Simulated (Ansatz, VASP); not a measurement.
**Two plane-wave programs on In5GaAs6**

Contents of INCAR:

```
PREC = Accurate
ENCUT = 520
EDIFF = 1E-7
ISMEAR = 0
SIGMA = 0.1
LREAL = False
LASPH = True
NELM = 80
ALGO = Normal
ISIF = 2
LWAVE = False
LCHARG = False
GGA = PE
NBANDS = 66
```

KPOINTS

```
regular mesh
0
Gamma
  4 4 1
```

File POSCAR:

```
In5GaAs6
1.0
    4.0854681200      0.0000000000      0.0000000000
    0.0000000000      4.0854681200      0.0000000000
    0.0000000000      0.0000000000     17.3331732800
In Ga As
5 1 6
Direct
    0.5000000000      0.5000000000      0.1666666700
    0.0000000000      0.0000000000      0.3333333300
    0.5000000000      0.5000000000      0.5000000000
    0.0000000000      0.0000000000      0.6666666700
    0.5000000000      0.5000000000      0.8333333300
    0.0000000000      0.0000000000      0.0000000000
    0.5000000000      0.0000000000      0.2500000000
    0.0000000000      0.5000000000      0.4166666700
    0.5000000000      0.0000000000      0.5833333300
    0.0000000000      0.5000000000      0.7500000000
    0.5000000000      0.0000000000      0.9166666700
    0.0000000000      0.5000000000      0.0833333300
```

Input for Ansatz:

```yaml
crystal:
  lattice:
    - [4.08546812, 0.0, 0.0]
    - [0.0, 4.08546812, 0.0]
    - [0.0, 0.0, 17.33317328]
  atoms:
    - { symbol: In, position: [0.5, 0.5, 0.16666667] }
    - { symbol: In, position: [0.0, 0.0, 0.33333333] }
    - { symbol: In, position: [0.5, 0.5, 0.5] }
    - { symbol: In, position: [0.0, 0.0, 0.66666667] }
    - { symbol: In, position: [0.5, 0.5, 0.83333333] }
    - { symbol: Ga, position: [0.0, 0.0, 0.0] }
    - { symbol: As, position: [0.5, 0.0, 0.25] }
    - { symbol: As, position: [0.0, 0.5, 0.41666667] }
    - { symbol: As, position: [0.5, 0.0, 0.58333333] }
    - { symbol: As, position: [0.0, 0.5, 0.75] }
    - { symbol: As, position: [0.5, 0.0, 0.91666667] }
    - { symbol: As, position: [0.0, 0.5, 0.08333333] }
basis:
  ecutwfc: 420
kpoints:
  mp_grid: { grid: [4, 4, 1] }
hamiltonian:
  xc: pbe
scf:
  occupations: { method: gaussian, width: 0.1 }
  lower_state_search: "off"
output:
  forces: true
  stress: true
  eigenvalues: true
```

Alike in both runs: task single point; functional PBE; k mesh 4 × 4 × 1; occupations gaussian, width 0.1 eV; no spin polarisation.

```csv
,VASP,Ansatz
version,VASP 6.6.1,Ansatz 0.2.0
potentials or method,"VASP PAW PBE potentials, release 64 (In_d, Ga_d, As), cutoff 520 eV","scalar-relativistic, plane waves, PAW"
valence electrons in the cell,108,168
```

|  | VASP | Ansatz | Ansatz less VASP |
| --- | --- | --- | --- |
| gap on the k mesh at the Fermi level (eV) | 0.40 | 0.40 | -0.006 |
| least direct gap on the mesh (eV) | 0.40 | 0.40 | -0.006 |
| pressure (GPa) | 13.5 | 13.3 | -0.14 |
| traceless stress, the component that is largest in VASP (GPa) | -0.65 | -0.64 | +0.003 |
| rms of the force components (eV/Å) | 0.380 | 0.381 | +0.0006 |

Atom by atom the forces differ by 0.001 eV/Å (rms over components). VASP's potentials hold 108 valence electrons a cell and Ansatz's 168, so a difference there can come from the potentials and not from the codes.
